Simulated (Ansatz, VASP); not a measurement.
**ZnS in VASP and in Ansatz**

Contents of INCAR:

```
SYSTEM = ZnS
  ALGO = Normal
  EDIFF = 1E-6
  ENCUT = 520
  GGA = PS
  ISIF = 2
  ISMEAR = 0
  LASPH = .TRUE.
  LCHARG = .FALSE.
  LREAL = .FALSE.
  LWAVE = .FALSE.
  NBANDS = 16
  NELM = 80
  PREC = Accurate
  SIGMA = 0.02
```

File KPOINTS:

```
k-points
0
G
  8 8 8
  0 0 0
```

The input POSCAR:

```
ZnS
1.0
    0.0000000000      2.6780747399      2.6780747399
    2.6780747399      0.0000000000      2.6780747399
    2.6780747399      2.6780747399      0.0000000000
Zn S
1 1
Direct
    0.0000000000      0.0000000000      0.0000000000
    0.2500000000      0.2500000000      0.2500000000
```

Input for Ansatz:

```yaml
crystal:
  lattice:
    - [0.0, 2.6780747399, 2.6780747399]
    - [2.6780747399, 0.0, 2.6780747399]
    - [2.6780747399, 2.6780747399, 0.0]
  atoms:
    - { symbol: Zn, position: [0.0, 0.0, 0.0] }
    - { symbol: S, position: [0.25, 0.25, 0.25] }
basis:
  ecutwfc: 420
  xc_grid: 2
kpoints:
  mp_grid: { grid: [8, 8, 8] }
  band_path: { path: [VBM, CBM], npoints: 2 }
hamiltonian:
  xc: pbesol
scf:
  occupations: { method: gaussian, width: 0.02 }
output:
  forces: true
  stress: true
  eigenvalues: true
```

Alike in both runs: task single point; functional PBEsol; k mesh 8 × 8 × 8; occupations gaussian, width 0.02 eV; no spin polarisation.

|  | VASP | Ansatz |
| --- | --- | --- |
| version | VASP 6.6.1 | Ansatz 0.2.0 |
| potentials or method | VASP PAW PBE potentials, release 64 (Zn, S), cutoff 520 eV | scalar-relativistic, plane waves, PAW |
| valence electrons in the cell | 18 | 18 |

```csv
,VASP,Ansatz,Ansatz less VASP
gap on the k mesh at the Fermi level (eV),2.09,2.09,-0.007
least direct gap on the mesh (eV),2.09,2.09,-0.007
pressure (GPa),0.2,0.0,-0.20
```

VASP's potentials were made for PBE, not for PBEsol.
